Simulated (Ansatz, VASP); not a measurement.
## One calculation of Hf, two programs

```xyz
1
Lattice="0.0000 2.3976 2.2200 2.3976 0.0000 2.2200 2.3976 2.3976 0.0000" Properties=species:S:1:pos:R:3 pbc="T T T"
Hf    0.0000    0.0000    0.0000
```

Change from the starting cell: strain +0.080 along x and y, +0.000 along z, atoms carried along.

Alike in both runs: task single point; functional r2SCAN; k mesh 18 × 18 × 18; occupations gaussian, width 0.15 eV; no spin polarisation.

|  | VASP | Ansatz |
| --- | --- | --- |
| version | VASP 6.6.1 | Ansatz 0.2.0 |
| potentials or method | VASP PAW PBE potentials, release 64 (Hf_pv), cutoff 520 eV | scalar-relativistic, plane waves, PAW |
| valence electrons in the cell | 10 | 26 |

|  | VASP | Ansatz | Ansatz less VASP |
| --- | --- | --- | --- |
| gap on the k mesh at the Fermi level (eV) | none | none | - |
| pressure (GPa) | -11.5 | -10.9 | +0.57 |
| traceless stress, the component that is largest in VASP (GPa) | 2.27 | 2.27 | +0.002 |

VASP's potentials were made for PBE, not for r2SCAN. A gap of «none» marks a metal or a gap that the smearing closes. VASP's potentials hold 10 valence electrons a cell and Ansatz's 26, so a difference there can come from the potentials and not from the codes.

Neither program's run includes spin-orbit coupling.
